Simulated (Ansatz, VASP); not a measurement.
**One calculation of BiS4, two programs**

```
CELL_PARAMETERS angstrom
5.18309 0.00000 0.00000
0.00000 5.18309 0.00000
0.00000 0.00000 5.18309
ATOMIC_POSITIONS crystal
Bi 0.50000 0.50000 0.50000
S 0.00000 0.50000 0.50000
S 0.50000 0.50000 0.00000
S 0.50000 0.00000 0.50000
S 0.00000 0.00000 0.00000
```

Change from the starting cell: species swapped into the Fe4N type (Pm-3m, No. 221).

Alike in both runs: functional PBE; k mesh 4 × 4 × 4; occupations gaussian, width 0.1 eV; no spin polarisation.

Ansatz relaxed the structure, and its values are those at the end. VASP's run is a single point on that final structure, the one shown.

```csv
,VASP,Ansatz
version,VASP 6.6.1,Ansatz 0.2.0
potentials or method,"VASP PAW PBE potentials, release 64 (Bi_d, S), cutoff 520 eV","scalar-relativistic, plane waves, PAW"
valence electrons in the cell,39,39
```

VASP gave:

- gap on the k mesh at the Fermi level (eV): none
- pressure (GPa): 0.1

Estimate Ansatz's values.

gap on the k mesh at the Fermi level (eV): none; pressure (GPa): 0.2.

A gap of «none» marks a metal or a gap that the smearing closes.

Spin-orbit coupling is off throughout.
